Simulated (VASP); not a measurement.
# Mo5W (Cmmm) in VASP: single point with PBEsol

Aim: the single point of Mo5W with PBEsol.

Program: VASP 6.6.1. These are calculated values, not measurements. Logs are shortened: lines on timing, memory, paths and dates and some standing lists are left out, and cuts for length are marked.

## 1. The cell of the first run

Symmetry: Cmmm, No. 65, orthorhombic system. Conventional cell: a = 3.165 Å, b = 4.479 Å, c = 13.426 Å, α = 90.00°, β = 90.00°, γ = 90.00°. Within 3.6 Å of Mo (site symmetry mm2) lie 10 Mo at 2.74 to 3.17 Å and 4 W at 2.75 to 3.17 Å. Within 3.6 Å of Mo (site symmetry mm2) lie 14 Mo at 2.74 to 3.17 Å. Mo (site symmetry mmm) has 14 Mo at 2.74 to 3.17 Å within 3.6 Å. W (site symmetry mmm) has 6 W at 2.74 to 3.17 Å and 8 Mo at 2.75 to 3.17 Å within 3.6 Å.

## 2. Single point, PBEsol

The input, POSCAR:

```
Mo5W
1.0
    1.5825322000     -2.2394753000      0.0000000000
    1.5825322000      2.2394753000      0.0000000000
    0.0000000000      0.0000000000     13.4262106000
Mo W
5 1
Direct
    0.0000000000      0.0000000000      0.8326270000
    0.5000000000      0.5000000000      0.6662410000
    0.0000000000      0.0000000000      0.5000000000
    0.5000000000      0.5000000000      0.3337590000
    0.0000000000      0.0000000000      0.1673730000
    0.5000000000      0.5000000000      0.0000000000
```

The input, INCAR.step1:

```
SYSTEM = Mo5W
PREC = Accurate
ENCUT = 520
EDIFF = 1E-7
ISMEAR = 0
SIGMA = 0.1
LREAL = .False.
LASPH = .True.
NELM = 100
ALGO = Fast
ISIF = 2
LWAVE = .False.
LCHARG = .True.
LMAXMIX = 4
GGA = PS
NBANDS = 51
```

The input, KPOINTS.step1:

```
Automatic mesh
0
Gamma
  14 14 4
  0 0 0
```

The input, INCAR.step2:

```
SYSTEM = Mo5W
PREC = Accurate
ENCUT = 520
EDIFF = 1E-7
ISMEAR = -5
SIGMA = 0.1
LREAL = .False.
LASPH = .True.
NELM = 100
ALGO = Fast
ISIF = 2
LWAVE = .False.
LCHARG = .False.
LMAXMIX = 4
GGA = PS
LORBIT = 11
NBANDS = 51
NEDOS = 1001
ICHARG = 11
```

The input, KPOINTS.step2:

```
Automatic mesh
0
Gamma
  21 21 6
  0 0 0
```

Potentials or basis: VASP PAW PBE potentials, release 64 (Mo_sv, W_sv).

The run is started by

```bash
> cat potpaw_PBE.64/Mo_sv/POTCAR potpaw_PBE.64/W_sv/POTCAR > POTCAR
> cp INCAR.step1 INCAR
> cp KPOINTS.step1 KPOINTS
> mpirun -np 1 vasp_std > vasp.out
> cp INCAR.step2 INCAR
> cp KPOINTS.step2 KPOINTS
> mpirun -np 1 vasp_std > vasp.out
```

OUTCAR:

```text
SYSTEM = Mo5W
   PREC = Accurate
   ENCUT = 520
   EDIFF = 1E-7
   ISMEAR = -5
   LREAL = .False.
   LASPH = .True.
   NELM = 100
   ISIF = 2
   GGA = PS
   LORBIT = 11
   ICHARG = 11

 ion  position               nearest neighbor table
   1  0.000  0.000  0.833-   2 2.74   2 2.74   6 2.75   6 2.75   2 3.16   2 3.16   6 3.17   6 3.17

   2  0.500  0.500  0.666-   3 2.74   3 2.74   1 2.74   1 2.74   3 3.16   3 3.16   1 3.16   1 3.16

   3  0.000  0.000  0.500-   2 2.74   4 2.74   2 2.74   4 2.74   2 3.16   4 3.16   2 3.16   4 3.16

   4  0.500  0.500  0.334-   3 2.74   3 2.74   5 2.74   5 2.74   3 3.16   3 3.16   5 3.16   5 3.16

   5  0.000  0.000  0.167-   4 2.74   4 2.74   6 2.75   6 2.75   4 3.16   4 3.16   6 3.17   6 3.17

   6  0.500  0.500  0.000-   1 2.75   5 2.75   1 2.75   5 2.75   1 3.17   5 3.17   1 3.17   5 3.17

  LATTYP: Found a base centered orthorhombic cell.
 ALAT       =     3.1650644000
 B/A-ratio  =     1.4151214743
 C/A-ratio  =     4.2420023428

  Lattice vectors:

 A1 = (   1.5825322000,  -2.2394753000,   0.0000000000)
 A2 = (   1.5825322000,   2.2394753000,   0.0000000000)
 A3 = (   0.0000000000,   0.0000000000,  13.4262106000)

Analysis of symmetry for initial positions (statically):
=====================================================================
 Subroutine PRICEL returns:
 Original cell was already a primitive cell.

 Routine SETGRP: Setting up the symmetry group for a
 base centered orthorhombic supercell.

 Subroutine GETGRP returns: Found  8 space group operations
 (whereof  8 operations were pure point group operations)
 out of a pool of  8 trial point group operations.

The static configuration has the point symmetry D_2h.

Analysis of symmetry for dynamics (positions and initial velocities):
=====================================================================
 Subroutine PRICEL returns:
 Original cell was already a primitive cell.

 Routine SETGRP: Setting up the symmetry group for a
 base centered orthorhombic supercell.

 Subroutine GETGRP returns: Found  8 space group operations
 (whereof  8 operations were pure point group operations)
 out of a pool of  8 trial point group operations.

The dynamic configuration has the point symmetry D_2h.

 Subroutine INISYM returns: Found  8 space group operations
 (whereof  8 operations are pure point group operations),
 and found     1 'primitive' translations

----------------------------------------------------------------------------------------

                                     Primitive cell

  volume of cell :      95.1661

  direct lattice vectors                    reciprocal lattice vectors
     1.582532200 -2.239475300  0.000000000     0.315949337 -0.223266584  0.000000000
     1.582532200  2.239475300  0.000000000     0.315949337  0.223266584  0.000000000
     0.000000000  0.000000000 13.426210600     0.000000000  0.000000000  0.074481179

  length of vectors
     2.742199443  2.742199443 13.426210600     0.386874594  0.386874594  0.074481179

  position of ions in fractional coordinates (direct lattice)
     0.000000000  0.000000000  0.832627000
     0.500000000  0.500000000  0.666241000
     0.000000000  0.000000000  0.500000000
     0.500000000  0.500000000  0.333759000
     0.000000000  0.000000000  0.167373000
     0.500000000  0.500000000  0.000000000

  ion indices of the primitive-cell ions
   primitive index   ion index
                 1           1
                 2           2
                 3           3
                 4           4
                 5           5
                 6           6

----------------------------------------------------------------------------------------

 KPOINTS: Automatic mesh

Automatic generation of k-mesh.
 Grid dimensions read from file:
 generate k-points for:   21   21    6

 Generating k-lattice:

  Cartesian coordinates                     Fractional coordinates (reciprocal lattice)
     0.015045207 -0.010631742  0.000000000     0.047619048  0.000000000  0.000000000
     0.015045207  0.010631742  0.000000000     0.000000000  0.047619048  0.000000000
     0.000000000  0.000000000  0.012413530     0.000000000  0.000000000  0.166666667

  Length of vectors
     0.018422600  0.018422600  0.012413530

  Shift w.r.t. Gamma in fractional coordinates (k-lattice)
     0.000000000  0.000000000  0.000000000

 TETIRR: Found   3969 inequivalent tetrahedra from    15876

 Subroutine IBZKPT returns following result:
 ===========================================

 Found    484 irreducible k-points:

 Following reciprocal coordinates:
            Coordinates               Weight
  0.000000  0.000000  0.000000      1.000000
  0.047619 -0.000000  0.000000      4.000000
  0.095238 -0.000000  0.000000      4.000000
  0.142857  0.000000  0.000000      4.000000
  0.190476 -0.000000  0.000000      4.000000
  0.238095 -0.000000  0.000000      4.000000
[... 16 lines left out ...]
 -0.428571  0.047619  0.000000      4.000000
 -0.380952  0.047619  0.000000      4.000000
 [... further k-points ...]
   k-points           NKPTS =    484   k-points in BZ     NKDIM =    484   number of bands    NBANDS=     51
   number of dos      NEDOS =   1001   number of ions     NIONS =      6
   total plane-waves  NPLWV =  40000
   dimension x,y,z NGX =    20 NGY =   20 NGZ =  100
   dimension x,y,z NGXF=    40 NGYF=   40 NGZF=  200
   ions per type =               5   1
   NGX,Y,Z   is equivalent  to a cutoff of  12.13, 12.13, 12.38 a.u.
   NGXF,Y,Z  is equivalent  to a cutoff of  24.25, 24.25, 24.76 a.u.
 SYSTEM =  Mo5W
   PREC   = accura    normal or accurate (medium, high low for compatibility)
   ISTART =      0    job   : 0-new  1-cont  2-samecut
   ICHARG =     11    charge: 1-file 2-atom 10-const
   ISPIN  =      1    spin polarized calculation?
   LNONCOLLINEAR =      F non collinear calculations
   LSORBIT =      F    spin-orbit coupling
   LASPH  =      T    aspherical Exc in radial PAW
   ENCUT  =  520.0 eV  38.22 Ry    6.18 a.u.   5.10  5.10 24.96*2*pi/ulx,y,z
   NELM   =    100;   NELMIN=  2; NELMDL=  0     # of ELM steps
   EDIFF  = 0.1E-06   stopping-criterion for ELM
   LREAL  =      F    real-space projection
   EDIFFG = 0.1E-05   stopping-criterion for IOM
   NSW    =      0    number of steps for IOM
   IBRION =     -1    ionic relax: 0-MD 1-quasi-New 2-CG
   NFREE  =      0    steps in history (QN), initial steepest desc. (CG)
   ISIF   =      2    stress and relaxation
   ISYM   =      2    0-nonsym 1-usesym 2-fastsym
   POTIM  = 0.5000    time-step for ionic-motion
   TEBEG  =    0.0;   TEEND  =   0.0 temperature during run
   PSTRESS=    0.0 pullay stress
   NELECT =      84.0000    total number of electrons
   NUPDOWN=      -1.0000    fix difference up-down
   EMIN   =  10.00;   EMAX   =-10.00  energy-range for DOS
   EFERMI =   0.00;   METHOD = LEGACY
   ISMEAR =    -5;   SIGMA  =   0.10  broadening in eV -4-tet -1-fermi 0-gaus
   EFERMI_NEDOS =   21; number of points for ismear=-14 and -15
   IALGO  =     68    algorithm
   IMIX   =      4    mixing-type and parameters
     AMIX     =   0.40;   BMIX     =  1.00
     AMIX_MAG =   1.60;   BMIX_MAG =  1.00
  volume/ion in A,a.u.               =      15.86       107.04
  Fermi-wavevector in a.u.,A,eV,Ry     =   1.570389  2.967604 33.553609  2.466121
  Thomas-Fermi vector in A             =   2.672129
   LORBIT       =     11    0 simple, 1 ext, 2 COOP (PROOUT), +10 PAW based schemes
   GGA     = PS    functional components
   LHFCALC =     F    Hartree Fock is set to
   AEXX    =    0.0000 exact exchange contribution
   IVDW    =     0    specifies the selected vdW correction
   LEPSILON=     F    determine dielectric tensor
   LRPA    =     F    only Hartree local field effects (RPA)
 non-spin polarized calculation
 RMM-DIIS sequential band-by-band and
 Fermi weights with tetrahedron method with Bloechl corrections
  energy-cutoff  :      520.00
  volume of cell :       95.17
 maximum number of plane-waves:      2598

 number of electron      83.9999990 magnetization

 Free energy of the ion-electron system (eV)
  ---------------------------------------------------
  ext. energy  EPLUGINS =         0.00000000
  ---------------------------------------------------
  free energy    TOTEN  =       -72.63141103 eV

  energy without entropy =      -72.63141103  energy(sigma->0) =      -72.63141103

 E-fermi :  12.0788     XC(G=0): -13.5002

 val. band max:       12.2340423692   @ k =   0.4762  -0.0000   0.0000
 cond. band min:      11.9978738971   @ k =   0.1905   0.0952   0.0000
 fundamental gap:     -0.2361684721
 Fermi energy:        12.0788263856

 k-point     1 :       0.0000    0.0000    0.0000
  band No.  band energies     occupation
      1     -62.0210      2.00000
      2     -49.1147      2.00000
      3     -49.0706      2.00000
      4     -49.0084      2.00000
      5     -48.9427      2.00000
      6     -48.8925      2.00000
[... 43 lines left out ...]
     50      13.6957      0.00000
     51      13.7798      0.00000

 k-point     2 :       0.0476   -0.0000    0.0000
  band No.  band energies     occupation
      1     -62.0195      2.00000
      2     -49.1108      2.00000
      3     -49.0671      2.00000
      4     -49.0056      2.00000
      5     -48.9407      2.00000
      6     -48.8910      2.00000
[... 1180 lines left out ...]
 k-point    24 :      -0.3810    0.0476    0.0000
  band No.  band energies     occupation
      1     -61.9626      2.00000
      2     -48.9465      2.00000
      3     -48.9269      2.00000
      4     -48.8990      2.00000
      5     -48.8672      2.00000
      6     -48.8433      2.00000
[... 43 lines left out ...]
     50      14.3179      0.00000
     51      14.4693      0.00000

 [... further k-points ...]

------------------------ aborting loop because EDIFF is reached ----------------------------------------

  FORCE on cell =-STRESS in cart. coord.  units (eV):
  Direction    XX          YY          ZZ          XY          YZ          ZX
  --------------------------------------------------------------------------------------
  -------------------------------------------------------------------------------------
  Total       -4.3451878     -5.1211173     -3.7082030     -0.0000000      0.0000000      0.0000000
  in kB      -73.1537932    -86.2170234    -62.4297798     -0.0000000      0.0000000      0.0000000
  external PRESSURE =     -73.9335321 kB  Pullay stress =       0.0000000 kB

 VOLUME and BASIS-vectors are now :
 -----------------------------------------------------------------------------
  energy-cutoff  :      520.00
  volume of cell :       95.17
      direct lattice vectors                 reciprocal lattice vectors
     1.582532200 -2.239475300  0.000000000     0.315949337 -0.223266584  0.000000000
     1.582532200  2.239475300  0.000000000     0.315949337  0.223266584  0.000000000
     0.000000000  0.000000000 13.426210600     0.000000000  0.000000000  0.074481179

 POSITION                                       TOTAL-FORCE (eV/Angst)
 -----------------------------------------------------------------------------------
      0.00000      0.00000     11.17903         0.000000      0.000000      0.017257
      1.58253      0.00000      8.94509        -0.000000      0.000000      0.002656
      0.00000      0.00000      6.71311         0.000000      0.000000      0.000000
      1.58253      0.00000      4.48112         0.000000      0.000000     -0.002656
      0.00000      0.00000      2.24719         0.000000      0.000000     -0.017257
      1.58253      0.00000      0.00000         0.000000      0.000000      0.000000
 -----------------------------------------------------------------------------------
    total drift:                                0.000000     -0.000000      0.000000

  FREE ENERGIE OF THE ION-ELECTRON SYSTEM (eV)
  ---------------------------------------------------
  free  energy   TOTEN  =       -72.6314110266 eV

  energy  without entropy=      -72.6314110266  energy(sigma->0) =      -72.63141103

 total charge

# of ion       s       p       d       tot
------------------------------------------
    1        2.375   6.208   3.897  12.480
    2        2.380   6.203   3.890  12.472
    3        2.381   6.203   3.891  12.475
    4        2.380   6.203   3.890  12.472
    5        2.375   6.208   3.897  12.480
    6        2.413   6.321   3.330  12.064
--------------------------------------------------
tot         14.303  37.346  22.795  74.444
```

Run time: 74 min. Hardware: 1 thread of Oxide Virtual Turin-like, shared host; peak memory 1.5 GiB.

Results:

```yaml
Valence_electrons_inside_the_program's_atomic_spheres: Mo 12.48, 12.47 (each value once); W 12.06
```

Levels at points of the mesh, in eV from the Fermi level:
```csv
k point,band 40,band 41,band 42,band 43,band 44,band 45
"(0.00, 0.00, 0.00)",-1.33,-0.91,-0.83,-0.27,-0.14,1.03
"(0.00, 0.00, 0.50)",-1.36,-1.10,-1.00,0.42,0.61,1.00
```

Caveat: the PAW data sets were made with another functional, which shifts forces and pressure a little; spin-orbit coupling is left out, which moves the levels of the heavy elements; tetrahedron occupations give inexact forces and stress in metals.
